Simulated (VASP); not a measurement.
Set up this calculation in VASP 6.6.1, as the native input.

```
Task                   : single point
Functional             : r2SCAN
Potentials or basis    : VASP PAW PBE potentials, release 64 (Al, O)
Cutoff                 : 520 eV
k mesh                 : 2 × 6 × 4
Occupations            : gaussian, width 0.1 eV
Spin                   : no spin polarisation
Dipole correction      : no
Further INCAR settings : ALGO = Normal; EDIFF = 1e-06; NBANDS = 42
```

The system is AlO2.

```
CELL_PARAMETERS angstrom
9.44000 0.00000 0.00000
0.00000 2.84000 0.00000
0.00000 0.00000 4.42000
ATOMIC_POSITIONS crystal
Al 0.14600 0.25000 0.95200
Al 0.85400 0.75000 0.04800
Al 0.35400 0.75000 0.45200
Al 0.64600 0.25000 0.54800
O 0.80100 0.25000 0.28700
O 0.19900 0.75000 0.71300
O 0.69900 0.75000 0.78700
O 0.30100 0.25000 0.21300
O 0.94400 0.25000 0.80200
O 0.05600 0.75000 0.19800
O 0.55600 0.75000 0.30200
O 0.44400 0.25000 0.69800
```

The input as run:

POSCAR

```
AlO2
1.0
    9.4400000000      0.0000000000      0.0000000000
    0.0000000000      2.8400000000      0.0000000000
    0.0000000000      0.0000000000      4.4200000000
Al O
4 8
Direct
    0.1460000000      0.2500000000      0.9520000000
    0.8540000000      0.7500000000      0.0480000000
    0.3540000000      0.7500000000      0.4520000000
    0.6460000000      0.2500000000      0.5480000000
    0.8010000000      0.2500000000      0.2870000000
    0.1990000000      0.7500000000      0.7130000000
    0.6990000000      0.7500000000      0.7870000000
    0.3010000000      0.2500000000      0.2130000000
    0.9440000000      0.2500000000      0.8020000000
    0.0560000000      0.7500000000      0.1980000000
    0.5560000000      0.7500000000      0.3020000000
    0.4440000000      0.2500000000      0.6980000000
```

INCAR.step1

```
SYSTEM = AlO2
PREC = Accurate ; ENCUT = 520
ISMEAR = 0 ; SIGMA = 0.1
LREAL = .FALSE. ; LASPH = .TRUE.
NELM = 100 ; NBANDS = 42
GGA = PE ; ALGO = Normal
EDIFF = 1E-4 ; LWAVE = .TRUE.
LCHARG = .FALSE.
```

INCAR.step2

```
SYSTEM = AlO2
PREC = Accurate ; ENCUT = 520
EDIFF = 1E-6 ; ISMEAR = 0
SIGMA = 0.1 ; LREAL = .FALSE.
LASPH = .TRUE. ; NELM = 100
ALGO = Normal ; ISIF = 2
LWAVE = .FALSE. ; LCHARG = .FALSE.
METAGGA = R2SCAN ; LMIXTAU = .TRUE.
NBANDS = 42 ; ISTART = 1
```

KPOINTS

```
regular mesh
0
G
  2 6 4
  0 0 0
```

Potentials or basis: VASP PAW PBE potentials, release 64 (Al, O).

The run is started by

```sh
$ cat potpaw_PBE.64/Al/POTCAR potpaw_PBE.64/O/POTCAR > POTCAR
$ cp INCAR.step1 INCAR
$ mpirun -np 1 vasp_std > vasp.out
$ cp INCAR.step2 INCAR
$ mpirun -np 1 vasp_std > vasp.out
```

It gave:

```
Pressure               : -8.2 GPa
Largest force          : 1.573 eV/Å
Band gap on the k mesh : zero (bands 30 and 31 overlap by 0.52 eV)
```

Caveat: the k points lie up to 0.37 Å⁻¹ apart, too coarse for converged energies and pressures of a metal; the PAW data sets were made with another functional, which shifts forces and pressure a little.

It took 11 min on 1 thread of AMD EPYC 7R43 64-Core Processor (Zen 3), with other jobs on the host, peak memory 0.24 GiB.
